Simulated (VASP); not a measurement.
# Co (P6_3/mmc) in VASP: notebook, part 2 of 2

VASP 6.6.1.

**4. Single point, PBE, collinear spin, ferromagnetic start (volume scaled by 1.03, then relaxed in part)**

INCAR reads:

```
SYSTEM = Co
PREC = Accurate
ENCUT = 520
EDIFF = 1E-6
ISMEAR = 0
SIGMA = 0.1
LREAL = .False.
LASPH = .True.
NELM = 150
ALGO = Normal
ISIF = 2
LWAVE = .False.
LCHARG = .False.
ISPIN = 2
MAGMOM = 1.84 1.84
LORBIT = 11
LMAXMIX = 4
GGA = PE
NBANDS = 20
```

KPOINTS reads:

```
regular mesh
0
Gamma
  18 18 10
  0 0 0
```

POSCAR reads:

```
Co
1.0
    2.5169520403      0.0000000000      0.0000000000
   -1.2584760202      2.1797444070      0.0000000000
    0.0000000000      0.0000000000      4.0736231546
Co
2
Direct
    0.3333333333      0.6666666667      0.2500000000
    0.6666666667      0.3333333333      0.7500000000
```

Potentials or basis: VASP PAW PBE potentials, release 64 (Co).

On the command line:

```
> cat potpaw_PBE.64/Co/POTCAR > POTCAR
> mpirun -np 1 vasp_std > vasp.out
```

OUTCAR:

```text
SYSTEM = Co
   PREC = Accurate
   ENCUT = 520
   EDIFF = 1E-6
   ISMEAR = 0
   LREAL = .False.
   LASPH = .True.
   NELM = 150
   ISIF = 2
   ISPIN = 2
   LORBIT = 11
   GGA = PE

 ion  position               nearest neighbor table
   1  0.333  0.667  0.250-   2 2.50   2 2.50   2 2.50   2 2.50   2 2.50   2 2.50
   2  0.667  0.333  0.750-   1 2.50   1 2.50   1 2.50   1 2.50   1 2.50   1 2.50

  LATTYP: Found a hexagonal cell.
 ALAT       =     2.5169520403
 C/A-ratio  =     1.6184746826

  Lattice vectors:

 A1 = (   2.5169520403,   0.0000000000,   0.0000000000)
 A2 = (  -1.2584760202,   2.1797444070,   0.0000000000)
 A3 = (   0.0000000000,   0.0000000000,   4.0736231546)

Analysis of symmetry for initial positions (statically):
=====================================================================
 Subroutine PRICEL returns:
 Original cell was already a primitive cell.

 Routine SETGRP: Setting up the symmetry group for a
 hexagonal supercell.

 Subroutine GETGRP returns: Found 24 space group operations
 (whereof 12 operations were pure point group operations)
 out of a pool of 24 trial point group operations.

The static configuration has the point symmetry D_3d.
 The point group associated with its full space group is D_6h.

Analysis of symmetry for dynamics (positions and initial velocities):
=====================================================================
 Subroutine PRICEL returns:
 Original cell was already a primitive cell.

 Routine SETGRP: Setting up the symmetry group for a
 hexagonal supercell.

 Subroutine GETGRP returns: Found 24 space group operations
 (whereof 12 operations were pure point group operations)
 out of a pool of 24 trial point group operations.

The dynamic configuration has the point symmetry D_3d.
 The point group associated with its full space group is D_6h.

Analysis of structural, dynamic, and magnetic symmetry:
=====================================================================
 Subroutine PRICEL returns:
 Original cell was already a primitive cell.

 Routine SETGRP: Setting up the symmetry group for a
 hexagonal supercell.

[... 146 lines left out ...]
 Free energy of the ion-electron system (eV)
  ---------------------------------------------------
  ext. energy  EPLUGINS =         0.00000000
  ---------------------------------------------------
  free energy    TOTEN  =       -14.06101656 eV

  energy without entropy =      -14.05225181  energy(sigma->0) =      -14.05663418

 E-fermi :   9.8491     XC(G=0): -13.2306

 val. band max:        9.8463918610   @ k =   0.2222   0.1111   0.0000
 cond. band min:       9.8563185787   @ k =   0.1667   0.1667   0.2000
 fundamental gap:      0.0099267177
 Fermi energy:         9.8491489877

 spin component 1

 k-point     1 :       0.0000    0.0000    0.0000
  band No.  band energies     occupation
      1       1.1148      1.00000
      2       4.8596      1.00000
      3       7.2794      1.00000
      4       7.3021      1.00000
      5       7.3021      1.00000
      6       7.5973      1.00000
[... 541 lines left out ...]
     19      31.8787      0.00000
     20      34.1911      0.00000

 [... further k-points ...]

 spin component 2

 k-point     1 :       0.0000    0.0000    0.0000
  band No.  band energies     occupation
      1       1.0917      1.00000
      2       5.7933      1.00000
      3       8.9070      1.00000
      4       8.9378      1.00000
      5       8.9378      1.00000
      6       9.2857      1.00000
[... 541 lines left out ...]
     19      32.1818      0.00000
     20      34.5184      0.00000

 [... further k-points ...]
[... 5 lines left out ...]
  --------------------------------------------------------------------------------------
  -------------------------------------------------------------------------------------
  Total       -0.9224959     -0.9224959     -0.9221322      0.0000000      0.0000000      0.0000000
  in kB      -66.1323072    -66.1323072    -66.1062303      0.0000000      0.0000000      0.0000000
  external PRESSURE =     -66.1236149 kB  Pullay stress =       0.0000000 kB

 VOLUME and BASIS-vectors are now :
 -----------------------------------------------------------------------------
  energy-cutoff  :      520.00
  volume of cell :       22.35
      direct lattice vectors                 reciprocal lattice vectors
     2.516952040  0.000000000  0.000000000     0.397305941  0.229384692  0.000000000
    -1.258476020  2.179744407  0.000000000     0.000000000  0.458769385  0.000000000
     0.000000000  0.000000000  4.073623155     0.000000000  0.000000000  0.245481715

 POSITION                                       TOTAL-FORCE (eV/Angst)
 -----------------------------------------------------------------------------------
     -0.00000      1.45316      1.01841         0.000000      0.000000      0.000000
      1.25848      0.72658      3.05522        -0.000000     -0.000000      0.000000
 -----------------------------------------------------------------------------------
    total drift:                               -0.000000      0.000000     -0.000000

  FREE ENERGIE OF THE ION-ELECTRON SYSTEM (eV)
  ---------------------------------------------------
  free  energy   TOTEN  =       -14.0610165577 eV

  energy  without entropy=      -14.0522518080  energy(sigma->0) =      -14.05663418

 total charge

# of ion       s       p       d       tot
------------------------------------------
    1        0.476   0.496   7.245   8.217
    2        0.476   0.496   7.245   8.217
--------------------------------------------------
tot          0.952   0.991  14.491  16.434

 magnetization (x)

# of ion       s       p       d       tot
------------------------------------------
    1       -0.015  -0.056   1.705   1.634
    2       -0.015  -0.056   1.705   1.634
--------------------------------------------------
tot         -0.030  -0.112   3.410   3.268
```

OSZICAR:

```text
N       E                     dE             d eps       ncg     rms          rms(c)
DAV:   1     0.847259185599E+02    0.84726E+02   -0.79106E+03 18656   0.118E+03
DAV:   2    -0.116284353845E+02   -0.96354E+02   -0.86827E+02 18044   0.215E+02
DAV:   3    -0.161122928712E+02   -0.44839E+01   -0.42843E+01 20232   0.561E+01
DAV:   4    -0.161802833571E+02   -0.67990E-01   -0.67937E-01 21760   0.609E+00
DAV:   5    -0.161822729353E+02   -0.19896E-02   -0.19895E-02 20688   0.989E-01    0.145E+01
DAV:   6    -0.145494720075E+02    0.16328E+01   -0.79329E+00 20056   0.571E+01    0.731E+00
DAV:   7    -0.140940811143E+02    0.45539E+00   -0.12965E+00 20480   0.212E+01    0.375E+00
DAV:   8    -0.140760178027E+02    0.18063E-01   -0.16442E-02 23068   0.119E+00    0.166E+00
DAV:   9    -0.140616314863E+02    0.14386E-01   -0.30624E-03 28092   0.989E-01    0.457E-01
DAV:  10    -0.140610326962E+02    0.59879E-03   -0.81571E-04 23148   0.357E-01    0.527E-02
DAV:  11    -0.140610167500E+02    0.15946E-04   -0.44705E-05 22140   0.682E-02    0.341E-02
DAV:  12    -0.140610165577E+02    0.19226E-06   -0.44072E-06 20336   0.240E-02
   1 F= -.14061017E+02 E0= -.14056634E+02  d E =-.876475E-02  mag=     3.2128
```

Wall time 99 s (1 thread of Intel Xeon Platinum 8488C (Sapphire Rapids), shared host); peak memory 0.24 GiB.

Results:

- Free energy: -14.0610 eV
- Pressure: -6.6 GPa
- Net moment: 3.21 μB per cell
- Site moments: Co +1.63 μB
- Valence electrons inside the program's atomic spheres: Co 8.22

Levels at points of the mesh, in eV from the Fermi level:
Spin up:
| k point | band 8 | band 9 | band 10 | band 11 | band 12 | band 13 | band 14 | band 15 |
| --- | --- | --- | --- | --- | --- | --- | --- | --- |
| (0.00, 0.00, 0.00) | -1.92 | -1.92 | -0.88 | -0.88 | -0.06 | 6.08 | 21.74 | 24.02 |
| (0.50, 0.00, 0.00) | -0.75 | -0.67 | -0.60 | 1.23 | 3.17 | 9.45 | 10.06 | 12.46 |
| (0.00, 0.00, 0.50) | -2.61 | -1.17 | -1.17 | -1.17 | -1.17 | 14.67 | 14.67 | 22.44 |
| (0.50, 0.00, 0.50) | -1.08 | -0.66 | -0.66 | 1.56 | 1.56 | 7.00 | 7.00 | 17.96 |
Spin down:
```csv
k point,band 4,band 5,band 6,band 7,band 8,band 9,band 10,band 11
"(0.00, 0.00, 0.00)",-0.91,-0.91,-0.56,-0.56,-0.15,-0.15,-0.15,1.01
"(0.50, 0.00, 0.00)",-1.80,-1.05,-0.98,-0.59,1.13,1.26,1.29,2.44
"(0.00, 0.00, 0.50)",-1.47,-0.97,-0.97,-0.97,-0.97,0.69,0.69,0.69
"(0.50, 0.00, 0.50)",-2.27,-0.04,-0.04,0.24,0.24,1.23,1.23,2.13
```

**5. Summary**

| cell | gap on the mesh (eV) | pressure (GPa) | moment (μB) |
| --- | --- | --- | --- |
| a = 2.492, b = 2.492, c = 4.034 Å, angles 90.0, 90.0, 120.0°, 2 atoms | none | -0.7 | 3.19 |
| a = 2.507, b = 2.507, c = 4.070 Å, angles 90.0, 90.0, 120.0°, 2 atoms | none | -5.0 | 3.21 |
| a = 2.517, b = 2.517, c = 4.074 Å, angles 90.0, 90.0, 120.0°, 2 atoms | none | -6.6 | 3.21 |

Alike in all rows: task single point; level PBE; potentials or basis VASP PAW PBE potentials, release 64 (Co); spin collinear, ferromagnetic start; k mesh 18 × 18 × 10; cutoff (eV) 520; smearing gaussian 0.1 eV.

Total energies depend on the potentials used, so only differences within one code and one set of settings carry meaning.
